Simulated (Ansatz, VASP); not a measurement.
**One calculation of GaHgS, two programs**

```
Ga Hg S
1.0
     4.56936    0.00000    0.00000
    -2.28468    3.95718    0.00000
     0.00000    0.00000    3.78113
Ga Hg S
1 1 1
Direct
  0.33333 0.66667 0.50000
  0.00000 0.00000 0.50000
  0.66667 0.33333 0.00000
```

Change from the starting cell: species swapped into the NdCuSi type (P-6m2, No. 187).

Alike in both runs: functional PBE; k mesh 12 × 12 × 10; occupations gaussian, width 0.1 eV; no spin polarisation.

Ansatz relaxed the structure, and its values are those at the end. VASP's run is a single point on that final structure, the one shown.

|  | VASP | Ansatz |
| --- | --- | --- |
| version | VASP 6.6.1 | Ansatz 0.2.0 |
| potentials or method | VASP PAW PBE potentials, release 64 (Ga_d, Hg, S), cutoff 520 eV | scalar-relativistic, plane waves, PAW |
| valence electrons in the cell | 31 | 39 |

|  | VASP | Ansatz | Ansatz less VASP |
| --- | --- | --- | --- |
| gap on the k mesh at the Fermi level (eV) | none | none | - |
| pressure (GPa) | 0.2 | 0.0 | -0.19 |

A gap of «none» marks a metal or a gap that the smearing closes. VASP's potentials hold 31 valence electrons a cell and Ansatz's 39, so a difference there can come from the potentials and not from the codes.

Spin-orbit coupling is off throughout.
